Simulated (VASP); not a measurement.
# SnO2 (R-3m) in VASP: further runs, part 2 of 2

VASP 6.6.1. Earlier steps stand in the parts before.

### Step 3. Single point, LDA

This run uses another cell than the first one, of 12.12 Å³/atom.

Contents of INCAR:

```
SYSTEM = SnO2
  PREC = Accurate
  ENCUT = 520
  EDIFF = 1E-6
  ISMEAR = -1
  SIGMA = 0.05
  LREAL = .FALSE.
  LASPH = .TRUE.
  NELM = 80
  ALGO = Normal
  ISIF = 2
  LWAVE = .FALSE.
  LCHARG = .FALSE.
  GGA = CA
  NBANDS = 20
```

Contents of KPOINTS:

```
regular mesh
0
G
  10 10 10
  0 0 0
```

Contents of POSCAR:

```
SnO2
1.0
    1.6038765341      0.9259985487      4.0815912196
   -1.6038765341      0.9259985487      4.0815912196
    0.0000000000     -1.8519970974      4.0815912196
Sn O
1 2
Direct
    0.5000000000      0.5000000000      0.5000000000
    0.7548092772      0.7548092772      0.7548092772
    0.2451907228      0.2451907228      0.2451907228
```

Potentials or basis: VASP PAW LDA potentials, release 64 (Sn_d, O).

On the command line:

```console
$ cat potpaw_LDA.64/Sn_d/POTCAR potpaw_LDA.64/O/POTCAR > POTCAR
$ mpirun -np 1 vasp_std > vasp.out
```

OUTCAR:

```text
SYSTEM = SnO2
   PREC = Accurate
   ENCUT = 520
   EDIFF = 1E-6
   ISMEAR = -1
   LREAL = .FALSE.
   LASPH = .TRUE.
   NELM = 80
   ISIF = 2
   GGA = CA

 ion  position               nearest neighbor table
   1  0.500  0.500  0.500-   3 2.09   2 2.09   3 2.09   3 2.09   2 2.09   2 2.09
   2  0.755  0.755  0.755-   1 2.09   1 2.09   1 2.09
   3  0.245  0.245  0.245-   1 2.09   1 2.09   1 2.09

  LATTYP: Found a trigonal (rhomboedric) cell.
 ALAT       =     4.4821066624
 COS(alpha) =     0.7439012329

  Lattice vectors:

 A1 = (   1.6038765341,   0.9259985487,   4.0815912196)
 A2 = (  -1.6038765341,   0.9259985487,   4.0815912196)
 A3 = (   0.0000000000,  -1.8519970974,   4.0815912196)

Analysis of symmetry for initial positions (statically):
=====================================================================
 Subroutine PRICEL returns:
 Original cell was already a primitive cell.

 Routine SETGRP: Setting up the symmetry group for a
 trigonal (rhombohedral) supercell.

 Subroutine GETGRP returns: Found 12 space group operations
 (whereof 12 operations were pure point group operations)
 out of a pool of 12 trial point group operations.

The static configuration has the point symmetry D_3d.

Analysis of symmetry for dynamics (positions and initial velocities):
=====================================================================
 Subroutine PRICEL returns:
 Original cell was already a primitive cell.

 Routine SETGRP: Setting up the symmetry group for a
 trigonal (rhombohedral) supercell.

 Subroutine GETGRP returns: Found 12 space group operations
 (whereof 12 operations were pure point group operations)
 out of a pool of 12 trial point group operations.

The dynamic configuration has the point symmetry D_3d.

 Subroutine INISYM returns: Found 12 space group operations
 (whereof 12 operations are pure point group operations),
 and found     1 'primitive' translations

----------------------------------------------------------------------------------------

                                     Primitive cell

  volume of cell :      36.3716

  direct lattice vectors                    reciprocal lattice vectors
     1.603876534  0.925998549  4.081591220     0.311744694  0.179985883  0.081667496
    -1.603876534  0.925998549  4.081591220    -0.311744694  0.179985883  0.081667496
     0.000000000 -1.851997097  4.081591220     0.000000000 -0.359971766  0.081667496

  length of vectors
     4.482106662  4.482106662  4.482106662     0.369119564  0.369119564  0.369119564

  position of ions in fractional coordinates (direct lattice)
     0.500000000  0.500000000  0.500000000
     0.754809277  0.754809277  0.754809277
     0.245190723  0.245190723  0.245190723

  ion indices of the primitive-cell ions
   primitive index   ion index
                 1           1
                 2           2
                 3           3

----------------------------------------------------------------------------------------

 KPOINTS: regular mesh

Automatic generation of k-mesh.
 Grid dimensions read from file:
 generate k-points for:   10   10   10

 Generating k-lattice:

  Cartesian coordinates                     Fractional coordinates (reciprocal lattice)
     0.031174469  0.017998588  0.008166750     0.100000000  0.000000000  0.000000000
    -0.031174469  0.017998588  0.008166750     0.000000000  0.100000000  0.000000000
     0.000000000 -0.035997177  0.008166750     0.000000000  0.000000000  0.100000000

  Length of vectors
     0.036911956  0.036911956  0.036911956

  Shift w.r.t. Gamma in fractional coordinates (k-lattice)
     0.000000000  0.000000000  0.000000000

 Subroutine IBZKPT returns following result:
 ===========================================

 Found    116 irreducible k-points:

 Following reciprocal coordinates:
            Coordinates               Weight
  0.000000  0.000000  0.000000      1.000000
  0.100000 -0.000000 -0.000000      6.000000
  0.200000 -0.000000 -0.000000      6.000000
  0.300000 -0.000000  0.000000      6.000000
  0.400000 -0.000000  0.000000      6.000000
  0.500000 -0.000000  0.000000      3.000000
[... 16 lines left out ...]
  0.300000  0.300000  0.000000      6.000000
  0.400000  0.300000  0.000000     12.000000
 [... further k-points ...]
   k-points           NKPTS =    116   k-points in BZ     NKDIM =    116   number of bands    NBANDS=     20
   number of dos      NEDOS =    301   number of ions     NIONS =      3
   total plane-waves  NPLWV =  46656
   dimension x,y,z NGX =    36 NGY =   36 NGZ =   36
   dimension x,y,z NGXF=    72 NGYF=   72 NGZF=   72
   ions per type =               1   2
   NGX,Y,Z   is equivalent  to a cutoff of  13.35, 13.35, 13.35 a.u.
   NGXF,Y,Z  is equivalent  to a cutoff of  26.71, 26.71, 26.71 a.u.
 SYSTEM =  SnO2
   PREC   = accura    normal or accurate (medium, high low for compatibility)
   ISTART =      0    job   : 0-new  1-cont  2-samecut
   ICHARG =      2    charge: 1-file 2-atom 10-const
   ISPIN  =      1    spin polarized calculation?
   LNONCOLLINEAR =      F non collinear calculations
   LSORBIT =      F    spin-orbit coupling
   LASPH  =      T    aspherical Exc in radial PAW
   ENCUT  =  520.0 eV  38.22 Ry    6.18 a.u.   8.33  8.33  8.33*2*pi/ulx,y,z
   NELM   =     80;   NELMIN=  2; NELMDL= -5     # of ELM steps
   EDIFF  = 0.1E-05   stopping-criterion for ELM
   LREAL  =      F    real-space projection
   EDIFFG = 0.1E-04   stopping-criterion for IOM
   NSW    =      0    number of steps for IOM
   IBRION =     -1    ionic relax: 0-MD 1-quasi-New 2-CG
   NFREE  =      0    steps in history (QN), initial steepest desc. (CG)
   ISIF   =      2    stress and relaxation
   ISYM   =      2    0-nonsym 1-usesym 2-fastsym
   POTIM  = 0.5000    time-step for ionic-motion
   TEBEG  =    0.0;   TEEND  =   0.0 temperature during run
   PSTRESS=    0.0 pullay stress
   NELECT =      26.0000    total number of electrons
   NUPDOWN=      -1.0000    fix difference up-down
   EMIN   =  10.00;   EMAX   =-10.00  energy-range for DOS
   EFERMI =   0.00;   METHOD = LEGACY
   ISMEAR =    -1;   SIGMA  =   0.05  broadening in eV -4-tet -1-fermi 0-gaus
   EFERMI_NEDOS =   21; number of points for ismear=-14 and -15
   IALGO  =     38    algorithm
   IMIX   =      4    mixing-type and parameters
     AMIX     =   0.40;   BMIX     =  1.00
     AMIX_MAG =   1.60;   BMIX_MAG =  1.00
  volume/ion in A,a.u.               =      12.12        81.82
  Fermi-wavevector in a.u.,A,eV,Ry     =   1.463789  2.766161 29.152925  2.142680
  Thomas-Fermi vector in A             =   2.579843
   LORBIT       =      0    0 simple, 1 ext, 2 COOP (PROOUT), +10 PAW based schemes
   GGA     = CA    functional components
   LHFCALC =     F    Hartree Fock is set to
   AEXX    =    0.0000 exact exchange contribution
   IVDW    =     0    specifies the selected vdW correction
   LEPSILON=     F    determine dielectric tensor
   LRPA    =     F    only Hartree local field effects (RPA)
 non-spin polarized calculation
  energy-cutoff  :      520.00
  volume of cell :       36.37
 maximum number of plane-waves:       993
 NGX is ok and might be reduce to    36
   NGX = 17   NGY = 17   NGZ = 17

 number of electron      25.9999998 magnetization

 Free energy of the ion-electron system (eV)
  ---------------------------------------------------
  ext. energy  EPLUGINS =         0.00000000
  ---------------------------------------------------
  free energy    TOTEN  =       -20.56035301 eV

  energy without entropy =      -20.56035300  energy(sigma->0) =      -20.56035300

 E-fermi :   6.3684     XC(G=0): -11.6870

 val. band max:        5.5088002133   @ k =   0.0000   0.0000   0.0000
 cond. band min:       7.0724671051   @ k =   0.0000   0.0000   0.0000
 fundamental gap:      1.5636668918
 Fermi energy:         6.3683605994

 k-point     1 :       0.0000    0.0000    0.0000
  band No.  band energies     occupation
      1     -14.7750      2.00000
      2     -14.4655      2.00000
      3     -14.4655      2.00000
      4     -14.2185      2.00000
      5     -14.2185      2.00000
      6     -12.9573      2.00000
[... 12 lines left out ...]
     19      22.2269      0.00000
[... 513 lines left out ...]
      4     -14.2522      2.00000
      5     -14.1352      2.00000
      6     -11.8678      2.00000
[... 12 lines left out ...]
     19      19.6936      0.00000
     20      22.3693      0.00000

 [... further k-points ...]

------------------------ aborting loop because EDIFF is reached ----------------------------------------

  FORCE on cell =-STRESS in cart. coord.  units (eV):
  Direction    XX          YY          ZZ          XY          YZ          ZX
  --------------------------------------------------------------------------------------
  -------------------------------------------------------------------------------------
  Total        0.3006435      0.3006435      0.0619320      0.0000000      0.0000000     -0.0000000
  in kB       13.2434295     13.2434295      2.7281222      0.0000000      0.0000000     -0.0000000
  external PRESSURE =       9.7383270 kB  Pullay stress =       0.0000000 kB

 VOLUME and BASIS-vectors are now :
 -----------------------------------------------------------------------------
  energy-cutoff  :      520.00
  volume of cell :       36.37
      direct lattice vectors                 reciprocal lattice vectors
     1.603876534  0.925998549  4.081591220     0.311744694  0.179985883  0.081667496
    -1.603876534  0.925998549  4.081591220    -0.311744694  0.179985883  0.081667496
     0.000000000 -1.851997097  4.081591220     0.000000000 -0.359971766  0.081667496

 POSITION                                       TOTAL-FORCE (eV/Angst)
 -----------------------------------------------------------------------------------
      0.00000      0.00000      6.12239         0.000000     -0.000000     -0.000000
      0.00000      0.00000      9.24247         0.000000      0.000000     -0.063384
      0.00000      0.00000      3.00230         0.000000      0.000000      0.063384
 -----------------------------------------------------------------------------------
    total drift:                               -0.000000      0.000000     -0.000000

  FREE ENERGIE OF THE ION-ELECTRON SYSTEM (eV)
  ---------------------------------------------------
  free  energy   TOTEN  =       -20.5603530061 eV

  energy  without entropy=      -20.5603530034  energy(sigma->0) =      -20.56035300
```

OSZICAR:

```text
N       E                     dE             d eps       ncg     rms          rms(c)
DAV:   1     0.249152701815E+03    0.24915E+03   -0.14064E+04  4888   0.202E+03
DAV:   2     0.369109827438E+01   -0.24546E+03   -0.23287E+03  4980   0.497E+02
DAV:   3    -0.228229884456E+02   -0.26514E+02   -0.26235E+02  5396   0.139E+02
DAV:   4    -0.235339944823E+02   -0.71101E+00   -0.71035E+00  5132   0.240E+01
DAV:   5    -0.235473929469E+02   -0.13398E-01   -0.13398E-01  5528   0.352E+00    0.108E+01
DAV:   6    -0.206501220148E+02    0.28973E+01   -0.10547E+01  7132   0.569E+01    0.449E+00
DAV:   7    -0.206088008308E+02    0.41321E-01   -0.59252E-01  4792   0.638E+00    0.209E+00
DAV:   8    -0.205642248452E+02    0.44576E-01   -0.72278E-02  5064   0.270E+00    0.418E-01
DAV:   9    -0.205602333888E+02    0.39915E-02   -0.88404E-03  6852   0.149E+00    0.761E-02
DAV:  10    -0.205603514736E+02   -0.11808E-03   -0.11903E-03  4884   0.278E-01    0.301E-02
DAV:  11    -0.205603534014E+02   -0.19279E-05   -0.26092E-05  6552   0.619E-02    0.190E-02
DAV:  12    -0.205603530061E+02    0.39531E-06   -0.33731E-06  4496   0.227E-02
   1 F= -.20560353E+02 E0= -.20560353E+02  d E =-.268494E-08
```

stdout:

```text
POSCAR found type information on POSCAR SnO
 POSCAR found :  2 types and       3 ions
 scaLAPACK will be used
 LDA part: xc-table for (Slater(with rela. corr.)+CA(PZ))
 , standard interpolation
 POSCAR, INCAR and KPOINTS ok, starting setup
 FFT: planning ... GRIDC
 FFT: planning ... GRID_SOFT
 FFT: planning ... GRID
 WAVECAR not read
 entering main loop
```

It took 1.8 min on 1 thread of Intel Xeon Platinum 8375C at 2.90GHz (Ice Lake), shared host; peak memory 0.21 GiB.

What came out:

```yaml
Free_energy: -20.5604 eV
Pressure: 1.0 GPa
Largest_force: 0.063 eV/Å
Band_gap_on_the_k_mesh: 1.56 eV
```

Forces in eV/Å, atoms in the order of the input:
```
Sn   0.000  0.000  0.000
O    0.000  0.000 -0.063
O    0.000  0.000  0.063
```

Caveat: spin-orbit coupling is left out, which moves the levels of the heavy elements. A k mesh can miss the band edges.

### Step 4. Single point, PBEsol

This run uses another cell than the first one, of 13.17 Å³/atom.

Contents of INCAR:

```
PREC     = Accurate       # precision mode
ENCUT    = 520            # plane-wave cutoff, eV
EDIFF    = 1E-6           # SCF threshold, eV
ISMEAR   = -1             # smearing method
SIGMA    = 0.05           # smearing width, eV
LREAL    = False          # projectors in reciprocal space
LASPH    = True           # aspherical terms in the spheres
NELM     = 100            # most SCF steps
ALGO     = Normal         # electronic algorithm
ISIF     = 2              # what is computed and relaxed
LWAVE    = False          # write WAVECAR
LCHARG   = False          # write CHGCAR
GGA      = PS             # functional
NBANDS   = 20             # bands
```

Contents of KPOINTS:

```
regular mesh
0
Gamma
  10 10 10
```

Contents of POSCAR:

```
SnO2
1.0
    1.6055313957      0.9269539835      4.4231095490
   -1.6055313957      0.9269539835      4.4231095490
    0.0000000000     -1.8539079670      4.4231095490
Sn O
1 2
Direct
    0.5000000000      0.5000000000      0.5000000000
    0.7587113147      0.7587113147      0.7587113147
    0.2412886853      0.2412886853      0.2412886853
```

Potentials or basis: VASP PAW PBE potentials, release 64 (Sn_d, O).

On the command line:

```console
$ cat potpaw_PBE.64/Sn_d/POTCAR potpaw_PBE.64/O/POTCAR > POTCAR
$ mpirun -np 1 vasp_std > vasp.out
```

Wall time 1.7 min (1 thread of Intel Xeon Platinum 8375C at 2.90GHz (Ice Lake), shared host); peak memory 0.25 GiB.

Results (log left out):

```yaml
Free_energy: -19.3243 eV
Pressure: 0.6 GPa
Largest_force: 0.051 eV/Å
Band_gap_on_the_k_mesh: 1.79 eV (least direct gap 1.82 eV)
```

Forces on the atoms (eV/Å):
```
Sn   0.000  0.000  0.000
O    0.000  0.000 -0.051
O    0.000  0.000  0.051
```

Stress tensor (GPa, compression positive):
```
0.84 0.00 0.00
0.00 0.84 0.00
0.00 0.00 0.12
```

Levels at points of the mesh, in eV from the valence-band top:
```tsv
k point	band 11	band 12	band 13	band 14	band 15	band 16
(0.00, 0.00, 0.00)	-1.08	-1.08	-0.03	1.79	5.54	10.90
(0.50, 0.00, 0.00)	-1.76	-0.88	-0.78	5.50	7.84	9.99
(0.50, 0.50, 0.00)	-1.13	-0.49	0.00	5.05	6.80	10.93
(0.50, 0.50, 0.50)	-1.57	-0.97	-0.97	3.52	5.74	11.25
```

Caveat: the PAW data sets were made with another functional, which shifts forces and pressure a little; spin-orbit coupling is left out, which moves the levels of the heavy elements.

### Step 5. Summary

```csv
level,potentials or basis,cell,k mesh,gap on the mesh (eV),pressure (GPa),largest force (eV/Å)
LDA,"VASP PAW LDA potentials, release 64 (Sn_d, O)","a = 5.252 Å, angles 36.6°, 3 atoms, atomic positions A",8 × 8 × 8,1.43,-14.8,1.13
LDA,"VASP PAW LDA potentials, release 64 (Sn_d, O)","a = 4.482 Å, angles 41.9°, 3 atoms, atomic positions B",10 × 10 × 10,1.56,1.0,0.06
PBEsol,"VASP PAW PBE potentials, release 64 (Sn_d, O)","a = 4.796 Å, angles 39.1°, 3 atoms, atomic positions C",10 × 10 × 10,1.79,0.6,0.05
```

Alike in all rows: task single point; no spin polarisation; cutoff (eV) 520; smearing fermi-dirac 0.05 eV.

Caveats: spin-orbit coupling is left out, which moves the levels of the heavy elements; the cell stands under tension (at least some runs); forces of over 1 eV/Å act on the atoms, so gaps and moduli don't describe the material at rest (at least some runs); the PAW data sets were made with another functional, which shifts forces and pressure a little (at least some runs).

Total energies depend on the potentials used, so only differences within one code and one set of settings carry meaning.
